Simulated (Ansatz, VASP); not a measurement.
**Two plane-wave programs on In**

```
In
1.0
     6.00488    0.10937   -0.95517
    -1.87142    4.32556    0.27206
    -0.62993   -3.30328    6.41022
In
6
Cartesian
  -0.3466 -1.2371 5.7362
  4.8412 3.9662 0.6897
  2.4505 0.0933 4.2360
  2.0454 2.6407 2.1925
  -0.7545 1.3095 3.6940
  3.4976 0.8543 -0.1278
```

Alike in both runs: functional PBE; k mesh 4 × 4 × 4; occupations gaussian, width 0.1 eV; no spin polarisation.

Ansatz relaxed the structure, and its values are those at the end. VASP's run is a single point on that final structure, the one shown.

```csv
,VASP,Ansatz
version,VASP 6.6.1,Ansatz 0.2.0
potentials or method,"VASP PAW PBE potentials, release 64 (In_d), cutoff 520 eV","scalar-relativistic, plane waves, PAW"
valence electrons in the cell,78,78
```

|  | VASP | Ansatz | Ansatz less VASP |
| --- | --- | --- | --- |
| gap on the k mesh at the Fermi level (eV) | none | none | - |
| pressure (GPa) | 0.1 | 0.0 | -0.06 |
| rms of the force components (eV/Å) | 0.004 | 0.004 | 0.0000 |

A gap of «none» marks a metal or a gap that the smearing closes. With one functional, cell and mesh, what is left measures potentials, basis and numerics.

The k mesh is coarse, so the values compare programs but aren't converged.
